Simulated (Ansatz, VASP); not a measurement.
# MgO in VASP and in Ansatz

The input INCAR:

```
SYSTEM = MgO
ALGO = Normal ; EDIFF = 1E-6
ENCUT = 520 ; GGA = PE
ISIF = 2 ; ISMEAR = 1
LASPH = .TRUE. ; LCHARG = .FALSE.
LREAL = .FALSE. ; LWAVE = .FALSE.
NBANDS = 11 ; NELM = 60
PREC = Accurate ; SIGMA = 0.05
```

Contents of KPOINTS:

```
k-points
0
G
  8 8 8
  0 0 0
```

Contents of POSCAR:

```
MgO
1.0
    0.0000000000      2.1021680256      2.1021680256
    2.1021680256      0.0000000000      2.1021680256
    2.1021680256      2.1021680256      0.0000000000
Mg O
1 1
Direct
    0.0000000000      0.0000000000      0.0000000000
    0.5000000000      0.5000000000      0.5000000000
```

Input for Ansatz:

```yaml
crystal:
  lattice:
    - [0.0, 2.1021680256, 2.1021680256]
    - [2.1021680256, 0.0, 2.1021680256]
    - [2.1021680256, 2.1021680256, 0.0]
  atoms:
    - { symbol: Mg, position: [0.0, 0.0, 0.0] }
    - { symbol: O, position: [0.5, 0.5, 0.5] }
kpoints:
  mp_grid: { grid: [8, 8, 8] }
hamiltonian:
  xc: pbe
scf:
  occupations: { method: cold, width: 0.05 }
  n_extra_bands: 4
output:
  forces: true
  stress: true
  eigenvalues: true
```

Alike in both runs: task single point; functional PBE; k mesh 8 × 8 × 8; no spin polarisation.

|  | VASP | Ansatz |
| --- | --- | --- |
| version | VASP 6.6.1 | Ansatz 0.2.0 |
| potentials or method | VASP PAW PBE potentials, release 64 (Mg, O) | plane waves |
| plane-wave cutoff (eV) | 520 | 420 |
| occupations | methfessel-paxton of order 1, width 0.05 eV | cold, width 0.05 eV |
| valence electrons in the cell | 8 | 16 |

VASP gave:

```
gap on the k mesh at the Fermi level (eV) : 4.78
pressure (GPa)                            : 4.9
```

Problem. What did Ansatz give for the same quantities?

Solution. gap on the k mesh at the Fermi level (eV): 4.80; pressure (GPa): 5.6.

VASP's potentials hold 8 valence electrons a cell and Ansatz's 16, so a difference there can come from the potentials and not from the codes.
